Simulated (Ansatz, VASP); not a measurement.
One calculation of BeCdTeSe, two programs

```
Be Cd Te Se
1.0
     4.02401    0.00000    0.00000
     0.00000    4.02401    0.00000
     0.00000    0.00000    5.77162
Be Cd Te Se
1 1 1 1
Direct
  0.00000 0.00000 0.50000
  0.50000 0.50000 0.50000
  0.00000 0.00000 0.00000
  0.50000 0.50000 0.00000
```

Change from the starting cell: species swapped into the PrSmSeS type (P4/mmm, No. 123).

Alike in both runs: functional PBE; k mesh 4 × 4 × 4; occupations gaussian, width 0.1 eV; no spin polarisation.

Ansatz relaxed the structure, and its values are those at the end. VASP's run is a single point on that final structure, the one shown.

```csv
,VASP,Ansatz
version,VASP 6.6.1,Ansatz 0.2.0
potentials or method,"VASP PAW PBE potentials, release 64 (Be, Cd, Te, Se), cutoff 520 eV","scalar-relativistic, plane waves, PAW"
valence electrons in the cell,26,54
```

|  | VASP | Ansatz | Ansatz less VASP |
| --- | --- | --- | --- |
| gap on the k mesh at the Fermi level (eV) | none | none | - |
| pressure (GPa) | 0.1 | 0.0 | -0.06 |

A gap of «none» marks a metal or a gap that the smearing closes. With one functional, cell and mesh, what is left measures potentials, basis and numerics. VASP's potentials hold 26 valence electrons a cell and Ansatz's 54, so a difference there can come from the potentials and not from the codes.

The k mesh is coarse, so the values compare programs but aren't converged. Spin-orbit coupling is off throughout.
